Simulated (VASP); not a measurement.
# Si2I (P6_3/mmc) in VASP: single point with PBE

Aim: the single point of Si2I with PBE.

All numbers are computed with VASP 6.6.1; they aren't measurements. Logs are shortened: lines on timing, memory, paths and dates and some standing lists are left out, and cuts for length are marked.

**1. The cell of the first run**

Symmetry: P6_3/mmc, No. 194, hexagonal system. Conventional cell: a = 5.152 Å, b = 5.152 Å, c = 6.426 Å, α = 90.00°, β = 90.00°, γ = 120.00°. Within 3.9 Å of Si (site symmetry -6m2) lie 5 I at 2.97 to 3.21 Å and 6 Si at 3.38 Å. Si (site symmetry -3m) has 8 Si at 3.21 to 3.38 Å and 6 I at 3.38 Å within 4.2 Å. Within 3.9 Å of I (site symmetry -6m2) lie 11 Si at 2.97 to 3.38 Å.

**2. Single point, PBE**

Contents of INCAR:

```
PREC = Accurate
ENCUT = 520
EDIFF = 1E-7
ISMEAR = 0
SIGMA = 0.1
LREAL = False
LASPH = True
NELM = 100
ALGO = Normal
ISIF = 2
LWAVE = False
LCHARG = False
GGA = PE
NBANDS = 24
```

Contents of KPOINTS:

```
Automatic mesh
0
Gamma
  6 6 4
```

Contents of POSCAR:

```
Si2I
1.0
    5.1516674000      0.0000000000      0.0000000000
   -2.5758337000      4.4614748400      0.0000000000
    0.0000000000      0.0000000000      6.4264641800
Si I
4 2
Direct
    0.3333333300      0.6666666700      0.7500000000
    0.6666666700      0.3333333300      0.2500000000
    0.0000000000      0.0000000000      0.0000000000
    0.0000000000      0.0000000000      0.5000000000
    0.3333333300      0.6666666700      0.2500000000
    0.6666666700      0.3333333300      0.7500000000
```

Potentials or basis: VASP PAW PBE potentials, release 64 (Si, I).

The run is started by

```
$ cat potpaw_PBE.64/Si/POTCAR potpaw_PBE.64/I/POTCAR > POTCAR
$ mpirun -np 1 vasp_std > vasp.out
```

OUTCAR:

```text
PREC = Accurate
   ENCUT = 520
   EDIFF = 1E-7
   ISMEAR = 0
   LREAL = False
   LASPH = True
   NELM = 100
   ISIF = 2
   GGA = PE

 ion  position               nearest neighbor table
   1  0.333  0.667  0.750-   6 2.97   6 2.97   6 2.97   5 3.21   5 3.21
   2  0.667  0.333  0.250-   5 2.97   5 2.97   5 2.97   6 3.21   6 3.21
   3  0.000  0.000  0.000-
   4  0.000  0.000  0.500-
   5  0.333  0.667  0.250-   2 2.97   2 2.97   2 2.97   1 3.21   1 3.21
   6  0.667  0.333  0.750-   1 2.97   1 2.97   1 2.97   2 3.21   2 3.21

  LATTYP: Found a hexagonal cell.
 ALAT       =     5.1516674000
 C/A-ratio  =     1.2474532381

  Lattice vectors:

 A1 = (   5.1516674000,   0.0000000000,   0.0000000000)
 A2 = (  -2.5758337000,   4.4614748400,   0.0000000000)
 A3 = (   0.0000000000,   0.0000000000,   6.4264641800)

Analysis of symmetry for initial positions (statically):
=====================================================================
 Subroutine PRICEL returns:
 Original cell was already a primitive cell.

 Routine SETGRP: Setting up the symmetry group for a
 hexagonal supercell.

 Subroutine GETGRP returns: Found 24 space group operations
 (whereof 12 operations were pure point group operations)
 out of a pool of 24 trial point group operations.

The static configuration has the point symmetry D_3d.
 The point group associated with its full space group is D_6h.

Analysis of symmetry for dynamics (positions and initial velocities):
=====================================================================
 Subroutine PRICEL returns:
 Original cell was already a primitive cell.

 Routine SETGRP: Setting up the symmetry group for a
 hexagonal supercell.

 Subroutine GETGRP returns: Found 24 space group operations
 (whereof 12 operations were pure point group operations)
 out of a pool of 24 trial point group operations.

The dynamic configuration has the point symmetry D_3d.
 The point group associated with its full space group is D_6h.

 Subroutine INISYM returns: Found 24 space group operations
 (whereof 12 operations are pure point group operations),
 and found     1 'primitive' translations

----------------------------------------------------------------------------------------

[... 95 lines left out ...]
   NELM   =    100;   NELMIN=  2; NELMDL= -5     # of ELM steps
   EDIFF  = 0.1E-06   stopping-criterion for ELM
   LREAL  =      F    real-space projection
   EDIFFG = 0.1E-05   stopping-criterion for IOM
   NSW    =      0    number of steps for IOM
   IBRION =     -1    ionic relax: 0-MD 1-quasi-New 2-CG
   NFREE  =      0    steps in history (QN), initial steepest desc. (CG)
   ISIF   =      2    stress and relaxation
   ISYM   =      2    0-nonsym 1-usesym 2-fastsym
   POTIM  = 0.5000    time-step for ionic-motion
   TEBEG  =    0.0;   TEEND  =   0.0 temperature during run
   PSTRESS=    0.0 pullay stress
   NELECT =      30.0000    total number of electrons
   NUPDOWN=      -1.0000    fix difference up-down
   EMIN   =  10.00;   EMAX   =-10.00  energy-range for DOS
   EFERMI =   0.00;   METHOD = LEGACY
   ISMEAR =     0;   SIGMA  =   0.10  broadening in eV -4-tet -1-fermi 0-gaus
   EFERMI_NEDOS =   21; number of points for ismear=-14 and -15
   IALGO  =     38    algorithm
   IMIX   =      4    mixing-type and parameters
     AMIX     =   0.40;   BMIX     =  1.00
     AMIX_MAG =   1.60;   BMIX_MAG =  1.00
  volume/ion in A,a.u.               =      24.62       166.13
  Fermi-wavevector in a.u.,A,eV,Ry     =   0.962312  1.818506 12.599593  0.926044
  Thomas-Fermi vector in A             =   2.091760
   LORBIT       =      0    0 simple, 1 ext, 2 COOP (PROOUT), +10 PAW based schemes
   GGA     = PE    functional components
   LHFCALC =     F    Hartree Fock is set to
   AEXX    =    0.0000 exact exchange contribution
   IVDW    =     0    specifies the selected vdW correction
   LEPSILON=     F    determine dielectric tensor
   LRPA    =     F    only Hartree local field effects (RPA)
 non-spin polarized calculation
 Gauss-broadening in eV      SIGMA  =   0.10
  energy-cutoff  :      520.00
  volume of cell :      147.71
 maximum number of plane-waves:      4020
 NGX is ok and might be reduce to    40
   NGX = 19   NGY = 19   NGZ = 23

 number of electron      30.0000003 magnetization

 Free energy of the ion-electron system (eV)
  ---------------------------------------------------
  ext. energy  EPLUGINS =         0.00000000
  ---------------------------------------------------
  free energy    TOTEN  =       -17.91255153 eV

  energy without entropy =      -17.89051030  energy(sigma->0) =      -17.90153092

 E-fermi :   6.5419     XC(G=0):  -9.6840

 val. band max:        6.4896328286   @ k =   0.5000   0.0000   0.2500
 cond. band min:       6.5439770285   @ k =   0.0000   0.0000   0.2500
 fundamental gap:      0.0543441999
 Fermi energy:         6.5418890224

 k-point     1 :       0.0000    0.0000    0.0000
  band No.  band energies     occupation
      1      -8.1451      2.00000
      2      -7.2999      2.00000
      3      -1.0450      2.00000
      4      -1.0314      2.00000
      5      -0.2500      2.00000
      6       1.5928      2.00000
[... 556 lines left out ...]
     23      10.2655      0.00000
     24      10.2655      0.00000

------------------------ aborting loop because EDIFF is reached ----------------------------------------

  FORCE on cell =-STRESS in cart. coord.  units (eV):
  Direction    XX          YY          ZZ          XY          YZ          ZX
  --------------------------------------------------------------------------------------
  -------------------------------------------------------------------------------------
  Total       -0.4592291     -0.4592291     -6.6551190      0.0000000     -0.0000000      0.0000000
  in kB       -4.9812874     -4.9812874    -72.1885053      0.0000000     -0.0000000      0.0000000
  external PRESSURE =     -27.3836933 kB  Pullay stress =       0.0000000 kB

 VOLUME and BASIS-vectors are now :
 -----------------------------------------------------------------------------
  energy-cutoff  :      520.00
  volume of cell :      147.71
      direct lattice vectors                 reciprocal lattice vectors
     5.151667400  0.000000000  0.000000000     0.194111910  0.112070564  0.000000000
    -2.575833700  4.461474840  0.000000000     0.000000000  0.224141127  0.000000000
     0.000000000  0.000000000  6.426464180     0.000000000  0.000000000  0.155606562

 POSITION                                       TOTAL-FORCE (eV/Angst)
 -----------------------------------------------------------------------------------
     -0.00000      2.97432      4.81985        -0.000000     -0.000000      0.000000
      2.57583      1.48716      1.60662         0.000000      0.000000      0.000000
      0.00000      0.00000      0.00000        -0.000000     -0.000000      0.000000
      0.00000      0.00000      3.21323        -0.000000     -0.000000      0.000000
     -0.00000      2.97432      1.60662        -0.000000     -0.000000      0.000000
      2.57583      1.48716      4.81985         0.000000      0.000000      0.000000
 -----------------------------------------------------------------------------------
    total drift:                               -0.000003      0.000002     -0.000000

  FREE ENERGIE OF THE ION-ELECTRON SYSTEM (eV)
  ---------------------------------------------------
  free  energy   TOTEN  =       -17.9125515337 eV

  energy  without entropy=      -17.8905103045  energy(sigma->0) =      -17.90153092
```

Wall time 44 s (1 thread of Intel Xeon Platinum 8488C (Sapphire Rapids), shared host); peak memory 0.26 GiB.

Results:

| Quantity | Value |
| --- | --- |
| Free energy | -17.9126 eV |
| Pressure | -2.7 GPa |
| Band gap on the k mesh | zero (band 15 reaches 7.31 eV, above the bottom of band 16 at 4.69 eV) |

Levels at points of the mesh, in eV from the Fermi level:
| k point | band 13 | band 14 | band 15 | band 16 | band 17 | band 18 |
| --- | --- | --- | --- | --- | --- | --- |
| (0.00, 0.00, 0.00) | -2.15 | -2.15 | -1.32 | 0.20 | 0.20 | 0.33 |
| (0.50, 0.00, 0.00) | -0.58 | -0.39 | 0.77 | 1.04 | 1.35 | 1.76 |
| (0.00, 0.00, 0.50) | -1.85 | -1.85 | -1.85 | -1.85 | 0.42 | 0.42 |
| (0.50, 0.00, 0.50) | -0.59 | -0.59 | 0.33 | 0.33 | 0.67 | 0.67 |

Caveat: spin-orbit coupling is left out, which moves the levels of the heavy elements.
